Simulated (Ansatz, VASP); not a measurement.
**One calculation of BaS, two programs**

The input INCAR:

```
SYSTEM = BaS
PREC = Accurate
ENCUT = 520
EDIFF = 1E-6
ISMEAR = -1
SIGMA = 0.01
LREAL = .FALSE.
LASPH = .TRUE.
NELM = 60
ALGO = Normal
ISIF = 2
LWAVE = .FALSE.
LCHARG = .TRUE.
LELF = .TRUE.
LVHAR = .TRUE.
NBANDS = 15
```

Contents of KPOINTS:

```
Automatic mesh
0
G
  7 7 7
  0 0 0
```

The input POSCAR:

```
BaS
1.0
    0.0000000000      3.1723147904      3.1723147904
    3.1723147904      0.0000000000      3.1723147904
    3.1723147904      3.1723147904      0.0000000000
Ba S
1 1
Direct
    0.0000000000      0.0000000000      0.0000000000
    0.5000000000      0.5000000000      0.5000000000
```

Input for Ansatz:

```yaml
crystal:
  lattice:
    - [0.0, 3.1723147904, 3.1723147904]
    - [3.1723147904, 0.0, 3.1723147904]
    - [3.1723147904, 3.1723147904, 0.0]
  atoms:
    - { symbol: Ba, position: [0.0, 0.0, 0.0] }
    - { symbol: S, position: [0.5, 0.5, 0.5] }
kpoints:
  mp_grid: { grid: [7, 7, 7] }
  band_path:
    path:
      - [0.0, 0.0, 0.0]
      - [0.5, 0.0, 0.5]
      - [0.625, 0.25, 0.625]
      - [0.375, 0.375, 0.75]
      - [0.0, 0.0, 0.0]
      - [0.5, 0.5, 0.5]
      - [0.5, 0.25, 0.75]
      - [0.5, 0.0, 0.5]
    npoints: 5
scf:
  occupations: { method: fermi_dirac, width: 0.01 }
hamiltonian:
  xc: lda
  pseudopotentials: { kind: all_electron, lapw: { basis_error: 0.00025 } }
output:
  forces: true
  stress: true
  eigenvalues: true
```

Change from the starting cell: volume scaled by 0.98.

Alike in both runs: task single point; functional LDA; k mesh 7 × 7 × 7; occupations fermi-dirac, width 0.01 eV; no spin polarisation.

|  | VASP | Ansatz |
| --- | --- | --- |
| version | VASP 6.6.1 | Ansatz 0.2.0 |
| potentials or method | VASP PAW LDA potentials, release 64 (Ba_sv, S), cutoff 520 eV | all-electron LAPW, scalar-relativistic |

Ansatz gave:

```
gap on the k mesh at the Fermi level (eV) : 2.04
pressure (GPa)                            : -1.6
```

**Question.** What did VASP give for the same quantities?

**Answer.** gap on the k mesh at the Fermi level (eV): 1.93; pressure (GPa): -1.0.

LDA's correlation is that of Perdew and Zunger in VASP and of Perdew and Wang (1992) in Ansatz. Ansatz ran all-electron here, and VASP with PAW potentials.

Neither program's run includes spin-orbit coupling.
